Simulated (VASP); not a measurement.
# SnO (F-43m) in VASP: single point with PBE

Aim: the single point of SnO with PBE.

Program: VASP 6.6.1. These are calculated values, not measurements. Logs are shortened: lines on timing, memory, paths and dates and some standing lists are left out, and cuts for length are marked.

## (1) The cell of the first run

Symmetry: F-43m, No. 216, cubic system. Conventional cell: a = 5.126 Å, b = 5.126 Å, c = 5.126 Å, α = 90.00°, β = 90.00°, γ = 90.00°. Within 2.9 Å of Sn (site symmetry -43m) lie 4 O at 2.22 Å. O (site symmetry -43m) has 4 Sn at 2.22 Å within 2.9 Å.

## (2) Single point, PBE (strain -5.4%)

INCAR

```
SYSTEM = SnO
PREC = Accurate
ENCUT = 520
EDIFF = 1E-6
ISMEAR = -1
SIGMA = 0.02
LREAL = .FALSE.
LASPH = .TRUE.
NELM = 60
ALGO = Normal
ISIF = 2
LWAVE = .FALSE.
LCHARG = .TRUE.
GGA = PE
LELF = .TRUE.
LVHAR = .TRUE.
NBANDS = 17
```

KPOINTS

```
regular mesh
0
G
  8 8 8
  0 0 0
```

POSCAR

```
SnO
1.0
    0.0000000000      2.5630544088      2.5630544088
    2.5630544088      0.0000000000      2.5630544088
    2.5630544088      2.5630544088      0.0000000000
Sn O
1 1
Direct
    0.0000000000      0.0000000000      0.0000000000
    0.2500000000      0.2500000000      0.2500000000
```

Potentials or basis: VASP PAW PBE potentials, release 64 (Sn_d, O).

Started as:

```bash
$ cat potpaw_PBE.64/Sn_d/POTCAR potpaw_PBE.64/O/POTCAR > POTCAR
$ mpirun -np 1 vasp_std > vasp.out
```

OUTCAR:

```text
SYSTEM = SnO
   PREC = Accurate
   ENCUT = 520
   EDIFF = 1E-6
   ISMEAR = -1
   LREAL = .FALSE.
   LASPH = .TRUE.
   NELM = 60
   ISIF = 2
   GGA = PE

 ion  position               nearest neighbor table
   1  0.000  0.000  0.000-   2 2.22   2 2.22   2 2.22   2 2.22
   2  0.250  0.250  0.250-   1 2.22   1 2.22   1 2.22   1 2.22

  LATTYP: Found a face centered cubic cell.
 ALAT       =     5.1261088176

  Lattice vectors:

 A1 = (   0.0000000000,   2.5630544088,   2.5630544088)
 A2 = (   2.5630544088,   0.0000000000,   2.5630544088)
 A3 = (   2.5630544088,   2.5630544088,   0.0000000000)

Analysis of symmetry for initial positions (statically):
=====================================================================
 Subroutine PRICEL returns:
 Original cell was already a primitive cell.

 Routine SETGRP: Setting up the symmetry group for a
 face centered cubic supercell.

 Subroutine GETGRP returns: Found 24 space group operations
 (whereof 24 operations were pure point group operations)
 out of a pool of 48 trial point group operations.

The static configuration has the point symmetry T_d .

Analysis of symmetry for dynamics (positions and initial velocities):
=====================================================================
 Subroutine PRICEL returns:
 Original cell was already a primitive cell.

 Routine SETGRP: Setting up the symmetry group for a
 face centered cubic supercell.

 Subroutine GETGRP returns: Found 24 space group operations
 (whereof 24 operations were pure point group operations)
 out of a pool of 48 trial point group operations.

The dynamic configuration has the point symmetry T_d .

 Subroutine INISYM returns: Found 24 space group operations
 (whereof 24 operations are pure point group operations),
 and found     1 'primitive' translations

----------------------------------------------------------------------------------------

                                     Primitive cell

  volume of cell :      33.6747

  direct lattice vectors                    reciprocal lattice vectors
     0.000000000  2.563054409  2.563054409    -0.195079745  0.195079745  0.195079745
     2.563054409  0.000000000  2.563054409     0.195079745 -0.195079745  0.195079745
     2.563054409  2.563054409  0.000000000     0.195079745  0.195079745 -0.195079745

  length of vectors
     3.624706306  3.624706306  3.624706306     0.337888030  0.337888030  0.337888030

  position of ions in fractional coordinates (direct lattice)
     0.000000000  0.000000000  0.000000000
     0.250000000  0.250000000  0.250000000

  ion indices of the primitive-cell ions
   primitive index   ion index
                 1           1
                 2           2

----------------------------------------------------------------------------------------

 KPOINTS: regular mesh

Automatic generation of k-mesh.
 Grid dimensions read from file:
 generate k-points for:    8    8    8

 Generating k-lattice:

  Cartesian coordinates                     Fractional coordinates (reciprocal lattice)
    -0.024384968  0.024384968  0.024384968     0.125000000  0.000000000  0.000000000
     0.024384968 -0.024384968  0.024384968     0.000000000  0.125000000  0.000000000
     0.024384968  0.024384968 -0.024384968     0.000000000  0.000000000  0.125000000

  Length of vectors
     0.042236004  0.042236004  0.042236004

  Shift w.r.t. Gamma in fractional coordinates (k-lattice)
     0.000000000  0.000000000  0.000000000

 Subroutine IBZKPT returns following result:
 ===========================================

 Found     29 irreducible k-points:

 Following reciprocal coordinates:
            Coordinates               Weight
  0.000000  0.000000  0.000000      1.000000
  0.125000  0.000000  0.000000      8.000000
  0.250000  0.000000  0.000000      8.000000
  0.375000  0.000000  0.000000      8.000000
  0.500000  0.000000  0.000000      4.000000
  0.125000  0.125000  0.000000      6.000000
[... 16 lines left out ...]
  0.500000  0.250000  0.125000     48.000000
 -0.375000  0.250000  0.125000     24.000000
 [... further k-points ...]
   k-points           NKPTS =     29   k-points in BZ     NKDIM =     29   number of bands    NBANDS=     17
   number of dos      NEDOS =    301   number of ions     NIONS =      2
   total plane-waves  NPLWV =  21952
   dimension x,y,z NGX =    28 NGY =   28 NGZ =   28
   dimension x,y,z NGXF=    56 NGYF=   56 NGZF=   56
   ions per type =               1   1
   NGX,Y,Z   is equivalent  to a cutoff of  12.84, 12.84, 12.84 a.u.
   NGXF,Y,Z  is equivalent  to a cutoff of  25.68, 25.68, 25.68 a.u.
 SYSTEM =  SnO
   PREC   = accura    normal or accurate (medium, high low for compatibility)
   ISTART =      0    job   : 0-new  1-cont  2-samecut
   ICHARG =      2    charge: 1-file 2-atom 10-const
   ISPIN  =      1    spin polarized calculation?
   LNONCOLLINEAR =      F non collinear calculations
   LSORBIT =      F    spin-orbit coupling
   LASPH  =      T    aspherical Exc in radial PAW
   ENCUT  =  520.0 eV  38.22 Ry    6.18 a.u.   6.74  6.74  6.74*2*pi/ulx,y,z
   NELM   =     60;   NELMIN=  2; NELMDL= -5     # of ELM steps
   EDIFF  = 0.1E-05   stopping-criterion for ELM
   LREAL  =      F    real-space projection
   EDIFFG = 0.1E-04   stopping-criterion for IOM
   NSW    =      0    number of steps for IOM
   IBRION =     -1    ionic relax: 0-MD 1-quasi-New 2-CG
   NFREE  =      0    steps in history (QN), initial steepest desc. (CG)
   ISIF   =      2    stress and relaxation
   ISYM   =      2    0-nonsym 1-usesym 2-fastsym
   POTIM  = 0.5000    time-step for ionic-motion
   TEBEG  =    0.0;   TEEND  =   0.0 temperature during run
   PSTRESS=    0.0 pullay stress
   NELECT =      20.0000    total number of electrons
   NUPDOWN=      -1.0000    fix difference up-down
   EMIN   =  10.00;   EMAX   =-10.00  energy-range for DOS
   EFERMI =   0.00;   METHOD = LEGACY
   ISMEAR =    -1;   SIGMA  =   0.02  broadening in eV -4-tet -1-fermi 0-gaus
   EFERMI_NEDOS =   21; number of points for ismear=-14 and -15
   IALGO  =     38    algorithm
   IMIX   =      4    mixing-type and parameters
     AMIX     =   0.40;   BMIX     =  1.00
     AMIX_MAG =   1.60;   BMIX_MAG =  1.00
  volume/ion in A,a.u.               =      16.84       113.62
  Fermi-wavevector in a.u.,A,eV,Ry     =   1.376101  2.600454 25.764730  1.893654
  Thomas-Fermi vector in A             =   2.501376
   LORBIT       =      0    0 simple, 1 ext, 2 COOP (PROOUT), +10 PAW based schemes
   GGA     = PE    functional components
[... 5 lines left out ...]
 non-spin polarized calculation
  energy-cutoff  :      520.00
  volume of cell :       33.67
 maximum number of plane-waves:       934
   NGX = 13   NGY = 13   NGZ = 13

 number of electron      19.9999990 magnetization

 Free energy of the ion-electron system (eV)
  ---------------------------------------------------
  ext. energy  EPLUGINS =         0.00000000
  ---------------------------------------------------
  free energy    TOTEN  =       -10.11040048 eV

  energy without entropy =      -10.10979485  energy(sigma->0) =      -10.11009766

 E-fermi :   8.5265     XC(G=0): -10.5277

 val. band max:        8.4517743540   @ k =   0.5000   0.5000   0.0000
 cond. band min:       8.5488453993   @ k =  -0.3750   0.5000   0.1250
 fundamental gap:      0.0970710452
 Fermi energy:         8.5265331426

 k-point     1 :       0.0000    0.0000    0.0000
  band No.  band energies     occupation
      1     -13.8707      2.00000
      2     -13.8707      2.00000
      3     -13.8707      2.00000
      4     -13.7691      2.00000
      5     -13.7691      2.00000
      6     -12.2635      2.00000
[... 9 lines left out ...]
     16      20.1087      0.00000
     17      20.1087      0.00000

 k-point     2 :       0.1250    0.0000    0.0000
  band No.  band energies     occupation
      1     -13.9372      2.00000
      2     -13.8621      2.00000
      3     -13.8621      2.00000
      4     -13.7690      2.00000
      5     -13.7690      2.00000
      6     -12.1002      2.00000
[... 9 lines left out ...]
     16      19.4810      0.00000
     17      20.2056      0.00000

 k-point     3 :       0.2500    0.0000    0.0000
  band No.  band energies     occupation
      1     -14.0700      2.00000
      2     -13.8469      2.00000
      3     -13.8469      2.00000
      4     -13.7624      2.00000
      5     -13.7624      2.00000
      6     -11.7136      2.00000
[... 9 lines left out ...]
     16      19.1531      0.00000
     17      22.3126      0.00000

 k-point     4 :       0.3750    0.0000    0.0000
  band No.  band energies     occupation
      1     -14.1794      2.00000
      2     -13.8416      2.00000
      3     -13.8416      2.00000
      4     -13.7459      2.00000
      5     -13.7459      2.00000
      6     -11.3178      2.00000
[... 9 lines left out ...]
     16      19.6153      0.00000
     17      22.5428      0.00000

 k-point     5 :       0.5000    0.0000    0.0000
  band No.  band energies     occupation
      1     -14.2201      2.00000
      2     -13.8417      2.00000
      3     -13.8417      2.00000
      4     -13.7366      2.00000
      5     -13.7366      2.00000
      6     -11.1465      2.00000
[... 9 lines left out ...]
     16      20.0395      0.00000
     17      22.1345      0.00000

 k-point     6 :       0.1250    0.1250    0.0000
  band No.  band energies     occupation
      1     -13.9657      2.00000
      2     -13.8530      2.00000
      3     -13.8530      2.00000
      4     -13.7768      2.00000
      5     -13.7633      2.00000
      6     -12.0497      2.00000
[... 9 lines left out ...]
     16      21.0030      0.00000
     17      21.0030      0.00000
[... 281 lines left out ...]
 k-point    21 :       0.5000    0.5000    0.0000
  band No.  band energies     occupation
      1     -14.3294      2.00000
      2     -13.8298      2.00000
      3     -13.7457      2.00000
      4     -13.7457      2.00000
      5     -13.7290      2.00000
      6     -10.8806      2.00000
[... 9 lines left out ...]
     16      24.4723      0.00000
     17      25.5844      0.00000

 k-point    22 :       0.3750    0.2500    0.1250
  band No.  band energies     occupation
      1     -14.1559      2.00000
      2     -13.8275      2.00000
      3     -13.8162      2.00000
      4     -13.7843      2.00000
      5     -13.7476      2.00000
      6     -11.4449      2.00000
[... 9 lines left out ...]
     16      21.4214      0.00000
     17      22.7387      0.00000

 k-point    23 :       0.5000    0.2500    0.1250
  band No.  band energies     occupation
      1     -14.2244      2.00000
      2     -13.8307      2.00000
      3     -13.8056      2.00000
      4     -13.7721      2.00000
      5     -13.7430      2.00000
      6     -11.1285      2.00000
[... 9 lines left out ...]
     16      21.4450      0.00000
     17      23.3613      0.00000

 k-point    24 :      -0.3750    0.2500    0.1250
  band No.  band energies     occupation
      1     -14.2499      2.00000
      2     -13.8339      2.00000
      3     -13.8037      2.00000
      4     -13.7626      2.00000
      5     -13.7423      2.00000
      6     -10.9911      2.00000
[... 9 lines left out ...]
     16      21.6709      0.00000
     17      23.4197      0.00000

 [... further k-points ...]
[... 5 lines left out ...]
  --------------------------------------------------------------------------------------
  -------------------------------------------------------------------------------------
  Total        3.6397600      3.6397600      3.6397600      0.0000000      0.0000000     -0.0000000
  in kB      173.1728724    173.1728724    173.1728724      0.0000000      0.0000000     -0.0000000
  external PRESSURE =     173.1728724 kB  Pullay stress =       0.0000000 kB

 VOLUME and BASIS-vectors are now :
 -----------------------------------------------------------------------------
  energy-cutoff  :      520.00
  volume of cell :       33.67
      direct lattice vectors                 reciprocal lattice vectors
     0.000000000  2.563054409  2.563054409    -0.195079745  0.195079745  0.195079745
     2.563054409  0.000000000  2.563054409     0.195079745 -0.195079745  0.195079745
     2.563054409  2.563054409  0.000000000     0.195079745  0.195079745 -0.195079745

 POSITION                                       TOTAL-FORCE (eV/Angst)
 -----------------------------------------------------------------------------------
      0.00000      0.00000      0.00000         0.000000     -0.000000     -0.000000
      1.28153      1.28153      1.28153        -0.000000      0.000000      0.000000
 -----------------------------------------------------------------------------------
    total drift:                               -0.000000     -0.000000     -0.000000

  FREE ENERGIE OF THE ION-ELECTRON SYSTEM (eV)
  ---------------------------------------------------
  free  energy   TOTEN  =       -10.1104004770 eV

  energy  without entropy=      -10.1097948501  energy(sigma->0) =      -10.11009766
```

Wall time 8.1 s (1 thread of Intel Xeon 6975P-C (Granite Rapids), shared host); peak memory 0.16 GiB.

Results:

```
Free energy            : -10.1104 eV
Pressure               : 17.3 GPa
Band gap on the k mesh : zero (band 10 reaches 8.64 eV, above the bottom of band 11 at 8.45 eV)
```

Levels at points of the mesh, in eV from the Fermi level:
```tsv
k point	band 8	band 9	band 10	band 11	band 12	band 13
(0.00, 0.00, 0.00)	-4.93	-4.93	-4.93	4.68	4.68	4.68
(0.50, 0.00, 0.00)	-5.45	-5.45	-2.70	1.21	4.74	4.74
(0.50, 0.50, 0.00)	-6.36	-6.36	-1.44	-0.07	4.87	5.56
```

Caveat: the cell differs from its parent crystal (strain -5.4%); spin-orbit coupling is left out, which moves the levels of the heavy elements.
